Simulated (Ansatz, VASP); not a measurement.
One calculation of WC, two programs

File POSCAR:

```
WC
1.0
    2.9005014360      0.0000000000      0.0000000000
   -1.4502507180      2.5119079273      0.0000000000
    0.0000000000      0.0000000000      2.8290000000
W C
1 1
Direct
    0.0000000000      0.0000000000      0.0662778367
    0.6666666667      0.3333333333      0.5000000000
```

The input INCAR.step1:

```
ALGO = Normal
EDIFF = 1E-4
ENCUT = 520
GGA = PE
ISMEAR = 0
LASPH = T
LCHARG = F
LREAL = F
LWAVE = T
NBANDS = 16
NELM = 80
PREC = Accurate
SIGMA = 0.15
```

File INCAR.step2:

```
ALGO = Normal
EDIFF = 1E-6
ENCUT = 520
ISIF = 2
ISMEAR = 0
ISTART = 1
LASPH = T
LCHARG = T
LELF = T
LMIXTAU = T
LREAL = F
LVHAR = T
LWAVE = F
METAGGA = R2SCAN
NBANDS = 16
NELM = 80
PREC = Accurate
SIGMA = 0.15
```

KPOINTS

```
k-points
0
Gamma
  18 18 16
```

Input for Ansatz:

```yaml
crystal:
  lattice:
    - [2.900501436, 0.0, 0.0]
    - [-1.450250718, 2.5119079273, 0.0]
    - [0.0, 0.0, 2.829]
  atoms:
    - { symbol: W, position: [0.0, 0.0, 0.0662778367] }
    - { symbol: C, position: [0.6666666667, 0.3333333333, 0.5] }
basis:
  ecutwfc: 500
kpoints:
  mp_grid: { grid: [18, 18, 16] }
hamiltonian:
  xc: r2scan
scf:
  occupations: { method: gaussian, width: 0.15 }
output:
  forces: true
  stress: true
  eigenvalues: true
```

Change from the starting cell: all W atoms moved +0.188 Å, as atom 1 along Cartesian [0 0 1].

Alike in both runs: task single point; functional r2SCAN; k mesh 18 × 18 × 16; occupations gaussian, width 0.15 eV; no spin polarisation.

|  | VASP | Ansatz |
| --- | --- | --- |
| version | VASP 6.6.1 | Ansatz 0.2.0 |
| potentials or method | VASP PAW PBE potentials, release 64 (W_sv, C), cutoff 520 eV | scalar-relativistic, plane waves, PAW |
| valence electrons in the cell | 18 | 18 |

```csv
,VASP,Ansatz,Ansatz less VASP
gap on the k mesh at the Fermi level (eV),none,none,-
pressure (GPa),14.7,12.5,-2.20
"traceless stress, the component that is largest in VASP (GPa)",2.05,1.91,-0.138
rms of the force components (eV/Å),1.674,1.656,-0.0188
```

VASP's potentials were made for PBE, not for r2SCAN. Atom by atom the forces differ by 0.019 eV/Å (rms over components). A gap of «none» marks a metal or a gap that the smearing closes.

Spin-orbit coupling is off throughout.
